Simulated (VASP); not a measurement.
# TiO2 (P2_1/c) in VASP: electric field gradients with PBE

Aim: the electric field gradients of TiO2 with PBE.

All numbers are computed with VASP 6.6.1; they aren't measurements. Logs are shortened: lines on timing, memory, paths and dates and some standing lists are left out, and cuts for length are marked.

### Step 1. The cell of the first run

It takes space group P2_1/c (No. 14, monoclinic). The conventional cell has a = 4.813 Å, b = 4.872 Å, c = 5.041 Å, α = 90.00°, β = 99.86°, γ = 90.00°. Ti (site symmetry 1) has 7 O at 1.88 to 2.20 Å within 2.5 Å. Within 2.8 Å of O (site symmetry 1) lie 4 Ti at 2.00 to 2.20 Å and 8 O at 2.41 to 2.80 Å. Within 2.5 Å of O (site symmetry 1) lie 3 Ti at 1.88 to 2.03 Å and 2 O at 2.41 to 2.43 Å.

### Step 2. Electric field gradients, PBE

Input file INCAR:

```
SYSTEM = TiO2
  PREC = Accurate
  ENCUT = 520
  EDIFF = 1E-8
  ISMEAR = -1
  SIGMA = 0.02
  LREAL = .FALSE.
  LASPH = .TRUE.
  NELM = 60
  ALGO = Normal
  ISIF = 2
  LWAVE = .FALSE.
  LCHARG = .FALSE.
  GGA = PE
  LEFG = .TRUE.
  NBANDS = 60
```

Input file KPOINTS:

```
regular mesh
0
G
  4 4 4
  0 0 0
```

Input file POSCAR:

```
TiO2
1.0
    4.8126997814      0.0000000000      0.0000000000
    0.0000000000      4.8718844600      0.0000000000
   -0.8628854487      0.0000000000      4.9665942755
Ti O
4 8
Direct
    0.2774352600      0.4471916400      0.7131482700
    0.7225647400      0.9471916400      0.7868517300
    0.7225647400      0.5528083600      0.2868517300
    0.2774352600      0.0528083600      0.2131482700
    0.4453609900      0.7423682600      0.9667718600
    0.5546390100      0.2423682600      0.5332281400
    0.5546390100      0.2576317400      0.0332281400
    0.4453609900      0.7576317400      0.4667718600
    0.0638382200      0.3230344800      0.3515567400
    0.9361617800      0.8230344800      0.1484432600
    0.9361617800      0.6769655200      0.6484432600
    0.0638382200      0.1769655200      0.8515567400
```

Potentials or basis: VASP PAW PBE potentials, release 64 (Ti_sv, O).

Started as:

```bash
$ cat potpaw_PBE.64/Ti_sv/POTCAR potpaw_PBE.64/O/POTCAR > POTCAR
$ mpirun -np 1 vasp_std > vasp.out
```

OUTCAR:

```text
SYSTEM = TiO2
   PREC = Accurate
   ENCUT = 520
   EDIFF = 1E-8
   ISMEAR = -1
   LREAL = .FALSE.
   LASPH = .TRUE.
   NELM = 60
   ISIF = 2
   GGA = PE

 ion  position               nearest neighbor table
   1  0.277  0.447  0.713-  12 1.88  11 1.97   5 2.00   6 2.00   9 2.03   7 2.12   8 2.20
   2  0.723  0.947  0.787-  11 1.88  12 1.97   6 2.00   5 2.00  10 2.03   8 2.12   7 2.20
   3  0.723  0.553  0.287-  10 1.88   9 1.97   7 2.00   8 2.00  11 2.03   5 2.12   6 2.20
   4  0.277  0.053  0.213-   9 1.88  10 1.97   8 2.00   7 2.00  12 2.03   6 2.12   5 2.20
   5  0.445  0.742  0.967-   1 2.00   2 2.00   3 2.12   4 2.20
   6  0.555  0.242  0.533-   2 2.00   1 2.00   4 2.12   3 2.20
   7  0.555  0.258  0.033-   3 2.00   4 2.00   1 2.12   2 2.20
   8  0.445  0.758  0.467-   4 2.00   3 2.00   2 2.12   1 2.20
   9  0.064  0.323  0.352-   4 1.88   3 1.97   1 2.03
  10  0.936  0.823  0.148-   3 1.88   4 1.97   2 2.03
  11  0.936  0.677  0.648-   2 1.88   1 1.97   3 2.03
  12  0.064  0.177  0.852-   1 1.88   2 1.97   4 2.03

  LATTYP: Found a simple monoclinic cell.
 ALAT       =     4.8126997814
 B/A-ratio  =     1.0122976045
 C/A-ratio  =     1.0474359860
 COS(beta)  =    -0.1711736391

  Lattice vectors:

 A1 = (   4.8126997814,   0.0000000000,   0.0000000000)
 A2 = (   0.0000000000,   4.8718844600,   0.0000000000)
 A3 = (  -0.8628854487,   0.0000000000,   4.9665942755)

Analysis of symmetry for initial positions (statically):
=====================================================================
 Subroutine PRICEL returns:
 Original cell was already a primitive cell.

 Routine SETGRP: Setting up the symmetry group for a
 simple monoclinic supercell.

 Subroutine GETGRP returns: Found  4 space group operations
 (whereof  2 operations were pure point group operations)
 out of a pool of  4 trial point group operations.

The static configuration has the point symmetry S_2 .
 The point group associated with its full space group is C_2h.

Analysis of symmetry for dynamics (positions and initial velocities):
=====================================================================
 Subroutine PRICEL returns:
 Original cell was already a primitive cell.

 Routine SETGRP: Setting up the symmetry group for a
 simple monoclinic supercell.

 Subroutine GETGRP returns: Found  4 space group operations
 (whereof  2 operations were pure point group operations)
 out of a pool of  4 trial point group operations.

The dynamic configuration has the point symmetry S_2 .
 The point group associated with its full space group is C_2h.

 Subroutine INISYM returns: Found  4 space group operations
 (whereof  2 operations are pure point group operations),
 and found     1 'primitive' translations

----------------------------------------------------------------------------------------

                                     Primitive cell

  volume of cell :     116.4513

  direct lattice vectors                    reciprocal lattice vectors
     4.812699781  0.000000000  0.000000000     0.207783582  0.000000000  0.036099874
     0.000000000  4.871884460  0.000000000     0.000000000  0.205259383  0.000000000
    -0.862885449  0.000000000  4.966594276     0.000000000  0.000000000  0.201345217

  length of vectors
     4.812699781  4.871884460  5.040994941     0.210896225  0.205259383  0.201345217

  position of ions in fractional coordinates (direct lattice)
     0.277435260  0.447191640  0.713148270
     0.722564740  0.947191640  0.786851730
     0.722564740  0.552808360  0.286851730
     0.277435260  0.052808360  0.213148270
     0.445360990  0.742368260  0.966771860
     0.554639010  0.242368260  0.533228140
     0.554639010  0.257631740  0.033228140
     0.445360990  0.757631740  0.466771860
     0.063838220  0.323034480  0.351556740
     0.936161780  0.823034480  0.148443260
     0.936161780  0.676965520  0.648443260
     0.063838220  0.176965520  0.851556740

  ion indices of the primitive-cell ions
   primitive index   ion index
                 1           1
                 2           2
                 3           3
                 4           4
                 5           5
                 6           6
                 7           7
                 8           8
                 9           9
                10          10
                11          11
                12          12

----------------------------------------------------------------------------------------

 KPOINTS: regular mesh

Automatic generation of k-mesh.
 Grid dimensions read from file:
[... 63 lines left out ...]
   ENCUT  =  520.0 eV  38.22 Ry    6.18 a.u.   8.95  9.06  9.37*2*pi/ulx,y,z
   NELM   =     60;   NELMIN=  2; NELMDL= -5     # of ELM steps
   EDIFF  = 0.1E-07   stopping-criterion for ELM
   LREAL  =      F    real-space projection
   EDIFFG = 0.1E-06   stopping-criterion for IOM
   NSW    =      0    number of steps for IOM
   IBRION =     -1    ionic relax: 0-MD 1-quasi-New 2-CG
   NFREE  =      0    steps in history (QN), initial steepest desc. (CG)
   ISIF   =      2    stress and relaxation
   ISYM   =      2    0-nonsym 1-usesym 2-fastsym
   POTIM  = 0.5000    time-step for ionic-motion
   TEBEG  =    0.0;   TEEND  =   0.0 temperature during run
   PSTRESS=    0.0 pullay stress
   NELECT =      96.0000    total number of electrons
   NUPDOWN=      -1.0000    fix difference up-down
   EMIN   =  10.00;   EMAX   =-10.00  energy-range for DOS
   EFERMI =   0.00;   METHOD = LEGACY
   ISMEAR =    -1;   SIGMA  =   0.02  broadening in eV -4-tet -1-fermi 0-gaus
   EFERMI_NEDOS =   21; number of points for ismear=-14 and -15
   IALGO  =     38    algorithm
   IMIX   =      4    mixing-type and parameters
     AMIX     =   0.40;   BMIX     =  1.00
     AMIX_MAG =   1.60;   BMIX_MAG =  1.00
  volume/ion in A,a.u.               =       9.70        65.49
  Fermi-wavevector in a.u.,A,eV,Ry     =   1.535031  2.900788 32.059674  2.356320
  Thomas-Fermi vector in A             =   2.641876
   LORBIT       =      0    0 simple, 1 ext, 2 COOP (PROOUT), +10 PAW based schemes
   GGA     = PE    functional components
   LHFCALC =     F    Hartree Fock is set to
   AEXX    =    0.0000 exact exchange contribution
   IVDW    =     0    specifies the selected vdW correction
   LEPSILON=     F    determine dielectric tensor
   LRPA    =     F    only Hartree local field effects (RPA)
 non-spin polarized calculation
  energy-cutoff  :      520.00
  volume of cell :      116.45
 maximum number of plane-waves:      3172
   NGX = 17   NGY = 19   NGZ = 19

 number of electron      95.9999990 magnetization

 Free energy of the ion-electron system (eV)
  ---------------------------------------------------
  ext. energy  EPLUGINS =         0.00000000
  ---------------------------------------------------
  free energy    TOTEN  =      -106.92680195 eV

  energy without entropy =     -106.92680195  energy(sigma->0) =     -106.92680195

 E-fermi :   6.1132     XC(G=0): -11.8611

 val. band max:        5.6630775313   @ k =   0.0000   0.0000   0.0000
 cond. band min:       7.9445319455   @ k =   0.5000   0.0000   0.0000
 fundamental gap:      2.2814544142
 Fermi energy:         6.1131928947

 k-point     1 :       0.0000    0.0000    0.0000
  band No.  band energies     occupation
      1     -51.0174      2.00000
      2     -50.9812      2.00000
      3     -50.9802      2.00000
      4     -50.9785      2.00000
      5     -27.4445      2.00000
      6     -27.4197      2.00000
[... 1501 lines left out ...]
     59      10.2284      0.00000
     60      10.2294      0.00000

 [... further k-points ...]

------------------------ aborting loop because EDIFF is reached ----------------------------------------

  FORCE on cell =-STRESS in cart. coord.  units (eV):
  Direction    XX          YY          ZZ          XY          YZ          ZX
  --------------------------------------------------------------------------------------
  -------------------------------------------------------------------------------------
  Total        3.5080736      3.5714502      3.6355785      0.0000000      0.0000000      0.0196290
  in kB       48.2652812     49.1372384     50.0195378      0.0000000      0.0000000      0.2700624
  external PRESSURE =      49.1406858 kB  Pullay stress =       0.0000000 kB

 VOLUME and BASIS-vectors are now :
 -----------------------------------------------------------------------------
  energy-cutoff  :      520.00
  volume of cell :      116.45
      direct lattice vectors                 reciprocal lattice vectors
     4.812699781  0.000000000  0.000000000     0.207783582  0.000000000  0.036099874
     0.000000000  4.871884460  0.000000000     0.000000000  0.205259383  0.000000000
    -0.862885449  0.000000000  4.966594276     0.000000000  0.000000000  0.201345217

 POSITION                                       TOTAL-FORCE (eV/Angst)
 -----------------------------------------------------------------------------------
      0.71985      2.17867      3.54192         0.027068     -0.052625      0.080431
      2.79852      4.61461      3.90797        -0.027068     -0.052625     -0.080431
      3.22997      2.69322      1.42468        -0.027068      0.052625     -0.080431
      1.15129      0.25728      1.05862         0.027068      0.052625      0.080431
      1.30918      3.61673      4.80156        -0.057310     -0.011692      0.002189
      2.20920      1.18079      2.64833         0.057310     -0.011692     -0.002189
      2.64064      1.25515      0.16503         0.057310      0.011692     -0.002189
      1.74062      3.69109      2.31827        -0.057310      0.011692      0.002189
      0.00388      1.57379      1.74604        -0.023677     -0.018367     -0.073305
      4.37738      4.00973      0.73726         0.023677     -0.018367      0.073305
      3.94593      3.29810      3.22055         0.023677      0.018367      0.073305
     -0.42756      0.86216      4.22934        -0.023677      0.018367     -0.073305
 -----------------------------------------------------------------------------------
    total drift:                               -0.000000      0.000000      0.000000

  FREE ENERGIE OF THE ION-ELECTRON SYSTEM (eV)
  ---------------------------------------------------
  free  energy   TOTEN  =      -106.9268019538 eV

  energy  without entropy=     -106.9268019538  energy(sigma->0) =     -106.92680195

 Electric field gradients (V/A^2)
---------------------------------------------------------------------
 ion       V_xx      V_yy      V_zz      V_xy      V_xz      V_yz
---------------------------------------------------------------------
   1      -4.500   -12.387    16.887     0.784    -9.906    -9.452
   2      -4.500   -12.387    16.887    -0.784    -9.906     9.452
   3      -4.500   -12.387    16.887     0.784    -9.906    -9.452
   4      -4.500   -12.387    16.887    -0.784    -9.906     9.452
   5       5.695    -1.764    -3.930     0.466    -6.123     8.950
   6       5.695    -1.764    -3.930    -0.466    -6.123    -8.950
   7       5.695    -1.764    -3.930     0.466    -6.123     8.950
   8       5.695    -1.764    -3.930    -0.466    -6.123    -8.950
   9      -0.559     0.625    -0.066   -19.260     0.800    11.242
  10      -0.559     0.625    -0.066    19.260     0.800   -11.242
  11      -0.559     0.625    -0.066   -19.260     0.800    11.242
  12      -0.559     0.625    -0.066    19.260     0.800   -11.242
---------------------------------------------------------------------

 Electric field gradients after diagonalization (V/A^2)
 (convention: |V_zz| > |V_xx| > |V_yy|)
----------------------------------------------------------------------
 ion       V_xx      V_yy      V_zz     asymmetry (V_yy - V_xx)/ V_zz
----------------------------------------------------------------------
   1     -15.668    -7.443    23.111       0.356
   2     -15.668    -7.443    23.111       0.356
   3     -15.668    -7.443    23.111       0.356
   4     -15.668    -7.443    23.111       0.356
   5      10.199     2.981   -13.180       0.548
   6      10.199     2.981   -13.180       0.548
   7      10.199     2.981   -13.180       0.548
   8      10.199     2.981   -13.180       0.548
   9      22.066     0.505   -22.571       0.955
  10      22.066     0.505   -22.571       0.955
  11      22.066     0.505   -22.571       0.955
  12      22.066     0.505   -22.571       0.955
----------------------------------------------------------------------

           NMR quadrupolar parameters

 Cq : quadrupolar parameter    Cq=e*Q*V_zz/h
 eta: asymmetry parameters     (V_yy - V_xx)/ V_zz
 Q  : nuclear electric quadrupole moment in mb (millibarn)
----------------------------------------------------------------------
 ion       Cq(MHz)       eta       Q (mb)
----------------------------------------------------------------------
   1       0.056       0.356       1.000
   2       0.056       0.356       1.000
   3       0.056       0.356       1.000
   4       0.056       0.356       1.000
   5      -0.032       0.548       1.000
   6      -0.032       0.548       1.000
   7      -0.032       0.548       1.000
   8      -0.032       0.548       1.000
   9      -0.055       0.955       1.000
  10      -0.055       0.955       1.000
  11      -0.055       0.955       1.000
  12      -0.055       0.955       1.000
----------------------------------------------------------------------
```

Wall time 6 min (1 thread of Intel Xeon Platinum 8259CL at 2.50GHz (Skylake/Cascade Lake), shared host); peak memory 0.31 GiB.

Results:

| Quantity | Value |
| --- | --- |
| Free energy | -106.9268 eV |
| Pressure | 4.9 GPa |
| Largest force | 0.100 eV/Å |
| Band gap on the k mesh | 2.28 eV (least direct gap 2.35 eV) |
| Largest electric field gradient by atom | Ti +23.1; O -13.2, -22.6 (each value once) V/Å² |

Forces on the atoms (eV/Å):
```
Ti   0.027 -0.053  0.080
Ti  -0.027 -0.053 -0.080
Ti  -0.027  0.053 -0.080
Ti   0.027  0.053  0.080
O   -0.057 -0.012  0.002
O    0.057 -0.012 -0.002
O    0.057  0.012 -0.002
O   -0.057  0.012  0.002
O   -0.024 -0.018 -0.073
O    0.024 -0.018  0.073
O    0.024  0.018  0.073
O   -0.024  0.018 -0.073
```

Stress tensor (GPa, compression positive):
```
4.83 0.00 0.03
0.00 4.91 0.00
0.03 0.00 5.00
```

Levels at points of the mesh, in eV from the valence-band top:
| k point | band 44 | band 45 | band 46 | band 47 | band 48 | band 49 | band 50 | band 51 | band 52 | band 53 |
| --- | --- | --- | --- | --- | --- | --- | --- | --- | --- | --- |
| (0.00, 0.00, 0.00) | -1.09 | -0.66 | -0.56 | -0.01 | 0.00 | 2.43 | 2.53 | 2.90 | 3.00 | 3.17 |
| (0.50, 0.00, 0.00) | -0.87 | -0.84 | -0.73 | -0.51 | -0.07 | 2.28 | 2.84 | 2.85 | 2.99 | 3.40 |
| (0.00, 0.50, 0.00) | -1.29 | -0.93 | -0.93 | -0.37 | -0.37 | 2.82 | 2.82 | 3.15 | 3.15 | 3.25 |
| (0.50, 0.50, 0.00) | -1.66 | -0.96 | -0.96 | -0.74 | -0.74 | 2.68 | 2.68 | 2.94 | 2.94 | 3.20 |
| (0.00, 0.00, 0.50) | -1.29 | -1.07 | -1.07 | -0.41 | -0.41 | 2.63 | 2.63 | 2.84 | 2.84 | 3.40 |
| (0.50, 0.00, 0.50) | -1.34 | -1.08 | -1.08 | -0.63 | -0.63 | 2.35 | 2.35 | 3.25 | 3.25 | 3.35 |
| (0.00, 0.50, 0.50) | -1.15 | -1.11 | -1.11 | -0.84 | -0.84 | 2.66 | 2.66 | 2.78 | 2.78 | 3.36 |
| (0.50, 0.50, 0.50) | -1.41 | -1.17 | -1.17 | -0.92 | -0.92 | 2.54 | 2.54 | 2.88 | 2.88 | 3.28 |

Electric field gradients, principal values (V/Å²):
```tsv
atom	least	middle	greatest (by size)
1 Ti	-7.443	-15.668	23.111
2 Ti	-7.443	-15.668	23.111
3 Ti	-7.443	-15.668	23.111
4 Ti	-7.443	-15.668	23.111
5 O	2.981	10.199	-13.180
6 O	2.981	10.199	-13.180
7 O	2.981	10.199	-13.180
8 O	2.981	10.199	-13.180
9 O	0.505	22.066	-22.571
10 O	0.505	22.066	-22.571
11 O	0.505	22.066	-22.571
12 O	0.505	22.066	-22.571
```

Caveat: the cell stands under pressure; without QUAD_EFG the Cq values of the log hold for a quadrupole moment of 1 mb, not for the nuclei.
